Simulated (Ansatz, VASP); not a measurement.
**Pd: VASP beside Ansatz**

The input INCAR:

```
ALGO = Fast
EDIFF = 1E-6
ENCUT = 520
GGA = PS
ISIF = 2
ISMEAR = 0
LASPH = True
LCHARG = False
LREAL = False
LWAVE = False
NBANDS = 11
NELM = 100
PREC = Accurate
SIGMA = 0.15
```

The input KPOINTS:

```
k-points
0
Gamma
  24 24 24
```

Contents of POSCAR:

```
Pd
1.0
    0.0000000000      1.7327961453      2.4501737494
    1.7327961453      0.0000000000      2.4501737494
    1.7327961453      1.7327961453      0.0000000000
Pd
1
Direct
    0.0000000000      0.0000000000      0.0000000000
```

Input for Ansatz:

```yaml
crystal:
  lattice:
    - [0.0, 1.7327961453, 2.4501737494]
    - [1.7327961453, 0.0, 2.4501737494]
    - [1.7327961453, 1.7327961453, 0.0]
  atoms:
    - { symbol: Pd, position: [0.0, 0.0, 0.0] }
basis:
  ecutwfc: 420
kpoints:
  mp_grid: { grid: [24, 24, 24] }
hamiltonian:
  xc: pbesol
scf:
  occupations: { method: gaussian, width: 0.15 }
output:
  forces: true
  stress: true
  eigenvalues: true
```

Alike in both runs: task single point; functional PBEsol; k mesh 24 × 24 × 24; occupations gaussian, width 0.15 eV; no spin polarisation.

|  | VASP | Ansatz |
| --- | --- | --- |
| version | VASP 6.6.1 | Ansatz 0.2.0 |
| potentials or method | VASP PAW PBE potentials, release 64 (Pd), cutoff 520 eV | scalar-relativistic, plane waves, PAW |
| valence electrons in the cell | 10 | 18 |

Ansatz gave:

* gap on the k mesh at the Fermi level (eV): none
* pressure (GPa): 13.4
* traceless stress, the component that is largest in VASP (GPa): -34.38

Problem. Estimate VASP's values.

Solution. gap on the k mesh at the Fermi level (eV): none; pressure (GPa): 12.8; traceless stress, the component that is largest in VASP (GPa): -33.99.

VASP's potentials were made for PBE, not for PBEsol. A gap of «none» marks a metal or a gap that the smearing closes. VASP's potentials hold 10 valence electrons a cell and Ansatz's 18, so a difference there can come from the potentials and not from the codes.
